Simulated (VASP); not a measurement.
Crystal: Zr2Si4GePd.

```
Zr Si Ge Pd
1.0
     3.59183    0.00000    0.00000
     0.00000    3.97660    0.00000
     0.00000    0.00000   19.27439
Zr Si Ge Pd
4 8 2 2
Direct
  0.50000 0.00000 0.15826
  0.00000 0.50000 0.84174
  0.00000 0.00000 0.68465
  0.50000 0.50000 0.31535
  0.00000 0.00000 0.00773
  0.50000 0.50000 0.99227
  0.00000 0.50000 0.20234
  0.50000 0.00000 0.79766
  0.50000 0.00000 0.52959
  0.00000 0.50000 0.47041
  0.00000 0.00000 0.26710
  0.50000 0.50000 0.73290
  0.00000 0.00000 0.39140
  0.50000 0.50000 0.60860
  0.50000 0.00000 0.92061
  0.00000 0.50000 0.07939
```

* Program: VASP 6.6.1
* Task: relaxation of cell and atoms
* Functional: PBE
* Potentials or basis: VASP PAW PBE potentials, release 64 (Zr_sv, Si, Ge_d, Pd)
* Cutoff: 500 eV
* k mesh: 8 × 8 × 2
* Occupations: gaussian, width 0.1 eV
* Spin: no spin polarisation

At the start: pressure 0.3 GPa; volume 17.21 Å³/atom.

Problem. How do energy, volume and symmetry change on relaxing?

Solution. Over 27 steps the energy falls by 5.0 meV/atom and the volume is 17.30 Å³/atom (+0.6 %); space group Pmmn (No. 59, to 0.1 Å) before and after.

The path:
```
step  energy change (eV)  largest force (eV/Å)  pressure (GPa)  volume (Å³)
   1              0.0000                0.1261            0.26       275.30
   2             -0.0240                0.2032           -0.17       276.40
   3             -0.0285                0.2525           -0.42       277.11
   4             -0.0444                0.2186            0.31       275.81
   5             -0.0463                0.2022            0.67       275.19
   6             -0.0581                0.1227            0.21       276.38
   7             -0.0613                0.1371           -0.17       277.41
   8             -0.0661                0.1031           -0.06       277.27
   9             -0.0668                0.1015            0.01       277.19
  10             -0.0685                0.0948            0.00       277.21
  11             -0.0718                0.0758           -0.01       277.26
  12             -0.0711                0.1671           -0.02       277.37
  13             -0.0727                0.1021           -0.02       277.31
  14             -0.0739                0.0936           -0.02       277.29
  15             -0.0766                0.0690           -0.01       277.23
  16             -0.0776                0.0639            0.03       277.11
  17             -0.0779                0.0541            0.01       277.15
  18             -0.0784                0.0424           -0.03       277.18
  19             -0.0788                0.0351           -0.11       277.24
  20             -0.0792                0.0274            0.02       276.89
  21             -0.0792                0.0247            0.07       276.76
  22             -0.0794                0.0190            0.00       276.90
  23             -0.0794                0.0222           -0.04       276.97
  24             -0.0794                0.0198           -0.02       276.94
  25             -0.0795                0.0174           -0.01       276.90
  26             -0.0796                0.0142            0.02       276.80
  27             -0.0797                0.0083           -0.02       276.85
```

Final structure:
```cif
data_structure
_symmetry_space_group_name_H-M 'P 1'
_symmetry_Int_Tables_number 1
_cell_length_a 3.6557
_cell_length_b 3.8750
_cell_length_c 19.5435
_cell_angle_alpha 90.000
_cell_angle_beta 90.000
_cell_angle_gamma 90.000
_cell_volume 276.85
loop_
_atom_site_label
_atom_site_type_symbol
_atom_site_fract_x
_atom_site_fract_y
_atom_site_fract_z
_atom_site_occupancy
Zr1 Zr 0.50000 0.00000 0.15882 1
Zr2 Zr 0.00000 0.50000 0.84118 1
Zr3 Zr 0.00000 0.00000 0.68719 1
Zr4 Zr 0.50000 0.50000 0.31281 1
Si1 Si 0.00000 0.00000 0.00377 1
Si2 Si 0.50000 0.50000 0.99623 1
Si3 Si 0.00000 0.50000 0.20105 1
Si4 Si 0.50000 0.00000 0.79895 1
Si5 Si 0.50000 0.00000 0.52109 1
Si6 Si 0.00000 0.50000 0.47891 1
Si7 Si 0.00000 0.00000 0.26788 1
Si8 Si 0.50000 0.50000 0.73212 1
Ge1 Ge 0.00000 0.00000 0.39288 1
Ge2 Ge 0.50000 0.50000 0.60712 1
Pd1 Pd 0.50000 0.00000 0.92052 1
Pd2 Pd 0.00000 0.50000 0.07948 1
```
